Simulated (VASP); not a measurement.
# MgB2 (P6/mmm) in VASP: further runs, part 2 of 2

VASP 6.6.1. Earlier steps stand in the parts before.

### Step 4. Single point, PBE

This run uses another cell than the first one, of 9.62 Å³/atom, 1.031 times its volume.

Contents of INCAR:

```
ALGO = Normal ; EDIFF = 1E-6
ENCUT = 520 ; GGA = PE
ISIF = 2 ; ISMEAR = 0
LASPH = True ; LCHARG = True
LELF = True ; LREAL = False
LVHAR = True ; LWAVE = False
NBANDS = 11 ; NELM = 100
PREC = Accurate ; SIGMA = 0.1
```

Contents of KPOINTS:

```
k-points
0
Gamma
  18 18 12
```

Contents of POSCAR:

```
MgB2
1.0
    3.0758935127      0.0000000000      0.0000000000
   -1.5379467563      2.6638019213      0.0000000000
    0.0000000000      0.0000000000      3.5224067905
Mg B
1 2
Direct
    0.0000000000      0.0000000000      0.0000000000
    0.3333333333      0.6666666667      0.5000000000
    0.6666666667      0.3333333333      0.5000000000
```

Potentials or basis: VASP PAW PBE potentials, release 64 (Mg, B).

Launch:

```
$ cat potpaw_PBE.64/Mg/POTCAR potpaw_PBE.64/B/POTCAR > POTCAR
$ mpirun -np 1 vasp_std > vasp.out
```

OUTCAR:

```text
EDIFF = 1E-6
   ENCUT = 520
   GGA = PE
   ISIF = 2
   ISMEAR = 0
   LASPH = True
   LREAL = False
   NELM = 100
   PREC = Accurate

 ion  position               nearest neighbor table
   1  0.000  0.000  0.000-   2 2.50   3 2.50   2 2.50   3 2.50   2 2.50   2 2.50   3 2.50   3 2.50
                             3 2.50   3 2.50   2 2.50   2 2.50
   2  0.333  0.667  0.500-   3 1.78   3 1.78   3 1.78   1 2.50   1 2.50   1 2.50   1 2.50   1 2.50
                             1 2.50
[... 537 lines left out ...]
  FORCE on cell =-STRESS in cart. coord.  units (eV):
  Direction    XX          YY          ZZ          XY          YZ          ZX
  --------------------------------------------------------------------------------------
  -------------------------------------------------------------------------------------
  Total       -0.0351282     -0.0351282     -0.0733382     -0.0000000      0.0000000      0.0000000
  in kB       -1.9500877     -1.9500877     -4.0712541     -0.0000000      0.0000000      0.0000000
  external PRESSURE =      -2.6571432 kB  Pullay stress =       0.0000000 kB

 VOLUME and BASIS-vectors are now :
 -----------------------------------------------------------------------------
  energy-cutoff  :      520.00
  volume of cell :       28.86
      direct lattice vectors                 reciprocal lattice vectors
     3.075893513  0.000000000  0.000000000     0.325108784  0.187701644  0.000000000
    -1.537946756  2.663801921  0.000000000     0.000000000  0.375403288  0.000000000
     0.000000000  0.000000000  3.522406790     0.000000000  0.000000000  0.283896795

 POSITION                                       TOTAL-FORCE (eV/Angst)
 -----------------------------------------------------------------------------------
      0.00000      0.00000      0.00000         0.000000      0.000000      0.000000
     -0.00000      1.77587      1.76120        -0.000000      0.000000      0.000000
      1.53795      0.88793      1.76120         0.000000      0.000000      0.000000
 -----------------------------------------------------------------------------------
    total drift:                                0.000000     -0.000000      0.000000

  FREE ENERGIE OF THE ION-ELECTRON SYSTEM (eV)
  ---------------------------------------------------
  free  energy   TOTEN  =       -15.3258382174 eV

  energy  without entropy=      -15.3227771368  energy(sigma->0) =      -15.32430768
```

stdout:

```text
POSCAR found type information on POSCAR MgB
 POSCAR found :  2 types and       3 ions
 scaLAPACK will be used
 LDA part: xc-table for (Slater+PW92), standard interpolation
 POSCAR, INCAR and KPOINTS ok, starting setup
 FFT: planning ... GRIDC
 FFT: planning ... GRID_SOFT
 FFT: planning ... GRID
 WAVECAR not read
 entering main loop
```

It took 19 s on 1 thread of Intel Xeon 6975P-C (Granite Rapids), shared host; peak memory 0.21 GiB.

What came out:

```yaml
Free_energy: -15.3258 eV
Pressure: -0.3 GPa
Band_gap_on_the_k_mesh: zero (band 4 reaches 7.09 eV, above the bottom of band 5 at 3.30 eV)
```

Stress tensor (GPa, compression positive):
```
-0.20  0.00  0.00
 0.00 -0.20  0.00
 0.00  0.00 -0.41
```

### Step 5. Single point, PBE

This run uses another cell than the first one, of 9.68 Å³/atom, 1.037 times its volume.

Contents of INCAR:

```
SYSTEM = MgB2
  ALGO = Normal
  EDIFF = 1E-7
  ENCUT = 520
  GGA = PE
  ISIF = 2
  ISMEAR = 0
  LASPH = .TRUE.
  LCHARG = .FALSE.
  LREAL = .FALSE.
  LWAVE = .FALSE.
  NBANDS = 11
  NELM = 60
  PREC = Accurate
  SIGMA = 0.1
```

Contents of KPOINTS:

```
k-points
0
G
  18 18 12
  0 0 0
```

Contents of POSCAR:

```
MgB2
1.0
    3.0850000000      0.0000000000      0.0000000000
   -1.5425000000      2.6716883707      0.0000000000
    0.0000000000      0.0000000000      3.5230000000
Mg B
1 2
Direct
    0.0000000000      0.0000000000      0.0000000000
    0.3333333333      0.6666666667      0.5000000000
    0.6666666667      0.3333333333      0.5000000000
```

Launch:

```
$ cat potpaw_PBE.64/Mg/POTCAR potpaw_PBE.64/B/POTCAR > POTCAR
$ mpirun -np 1 vasp_std > vasp.out
```

It took 21 s on 1 thread of Intel Xeon 6975P-C (Granite Rapids), shared host; peak memory 0.21 GiB.

Results (log left out):

```yaml
Free_energy: -15.3249 eV
Pressure: -1.3 GPa
Band_gap_on_the_k_mesh: zero (band 4 reaches 7.06 eV, above the bottom of band 5 at 3.26 eV)
```

Stress tensor (GPa, compression positive):
```
-1.64  0.00  0.00
 0.00 -1.64  0.00
 0.00  0.00 -0.60
```

Levels at points of the mesh, in eV from the Fermi level:
| k point | band 1 | band 2 | band 3 | band 4 | band 5 | band 6 | band 7 | band 8 | band 9 |
| --- | --- | --- | --- | --- | --- | --- | --- | --- | --- |
| (0.00, 0.00, 0.00) | -12.39 | -2.90 | 0.39 | 0.39 | 1.69 | 6.33 | 6.33 | 8.10 | 9.96 |
| (0.50, 0.00, 0.00) | -8.51 | -7.80 | -2.15 | 0.24 | 3.11 | 3.90 | 5.36 | 7.12 | 12.60 |
| (0.00, 0.00, 0.50) | -11.12 | -7.39 | 0.76 | 0.76 | 6.66 | 6.66 | 7.97 | 9.86 | 10.00 |
| (0.50, 0.00, 0.50) | -7.53 | -6.89 | -3.53 | -1.85 | -1.26 | 5.72 | 8.79 | 8.93 | 13.06 |

### Step 6. Summary

```csv
cell,gap on the mesh (eV),pressure (GPa)
"a = 3.051, b = 3.051, c = 3.472 Å, angles 90.0, 90.0, 120.0°, 3 atoms",none,4.4
"a = 3.076, b = 3.076, c = 3.522 Å, angles 90.0, 90.0, 120.0°, 3 atoms",none,-0.3
"a = 3.085, b = 3.085, c = 3.523 Å, angles 90.0, 90.0, 120.0°, 3 atoms",none,-1.3
```

Alike in all rows: task single point; level PBE; potentials or basis VASP PAW PBE potentials, release 64 (Mg, B); no spin polarisation; k mesh 18 × 18 × 12; cutoff (eV) 520; smearing gaussian 0.1 eV.

Absolute energies hang on the potentials; compare differences alone.
